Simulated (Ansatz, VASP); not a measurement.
# Two plane-wave programs on PtS2

Contents of POSCAR:

```
PtS2
1.0
    1.7391392326      1.0040925041      5.0958703778
   -1.7391392326      1.0040925041      5.0958703778
    0.0000000000     -2.0081850081      5.0958703778
Pt S
1 2
Direct
   -0.0026256460     -0.0026256460     -0.0026256460
    0.4255983386      0.4255983386      0.4255983386
    0.2436939740      0.2436939740      0.2436939740
```

The input INCAR.step1:

```
SYSTEM = PtS2
PREC = Accurate
ENCUT = 520
ISMEAR = 0
SIGMA = 0.001
LREAL = .FALSE.
LASPH = .TRUE.
NELM = 80
NBANDS = 18
GGA = PE
ALGO = Normal
EDIFF = 1E-4
LWAVE = .TRUE.
LCHARG = .FALSE.
```

Contents of INCAR.step2:

```
SYSTEM = PtS2
PREC = Accurate
ENCUT = 520
EDIFF = 1E-6
ISMEAR = 0
SIGMA = 0.001
LREAL = .FALSE.
LASPH = .TRUE.
NELM = 80
ALGO = Normal
ISIF = 2
LWAVE = .FALSE.
LCHARG = .FALSE.
METAGGA = R2SCAN
LMIXTAU = .TRUE.
NBANDS = 18
ISTART = 1
```

File KPOINTS:

```
Automatic mesh
0
G
  6 6 6
  0 0 0
```

Input for Ansatz:

```yaml
crystal:
  lattice:
    - [1.7391392326, 1.0040925041, 5.0958703778]
    - [-1.7391392326, 1.0040925041, 5.0958703778]
    - [0.0, -2.0081850081, 5.0958703778]
  atoms:
    - { symbol: Pt, position: [-0.002625646, -0.002625646, -0.002625646] }
    - { symbol: S, position: [0.4255983386, 0.4255983386, 0.4255983386] }
    - { symbol: S, position: [0.243693974, 0.243693974, 0.243693974] }
kpoints:
  mp_grid: { grid: [6, 6, 6] }
hamiltonian:
  xc: r2scan
scf:
  occupations: { method: gaussian, width: 0.001 }
  n_extra_bands: 4
output:
  forces: true
  stress: true
  eigenvalues: true
```

Alike in both runs: task single point; functional r2SCAN; k mesh 6 × 6 × 6; occupations gaussian, width 0.001 eV; no spin polarisation.

|  | VASP | Ansatz |
| --- | --- | --- |
| version | VASP 6.6.1 | Ansatz 0.2.0 |
| potentials or method | VASP PAW PBE potentials, release 64 (Pt, S) | plane waves |
| plane-wave cutoff (eV) | 520 | 500 |
| valence electrons in the cell | 22 | 30 |

VASP gave:

```
pressure (GPa)                                                : 1.2
traceless stress, the component that is largest in VASP (GPa) : -0.40
rms of the force components (eV/Å)                            : 0.018
```

Task: Which values does Ansatz return?

Result: Pressure (GPa): 1.4; traceless stress, the component that is largest in VASP (GPa): -0.34; rms of the force components (eV/Å): 0.007.

VASP's potentials were made for PBE, not for r2SCAN. Atom by atom the forces differ by 0.015 eV/Å (rms over components). VASP's potentials hold 22 valence electrons a cell and Ansatz's 30, so a difference there can come from the potentials and not from the codes.

Spin-orbit coupling is off throughout.
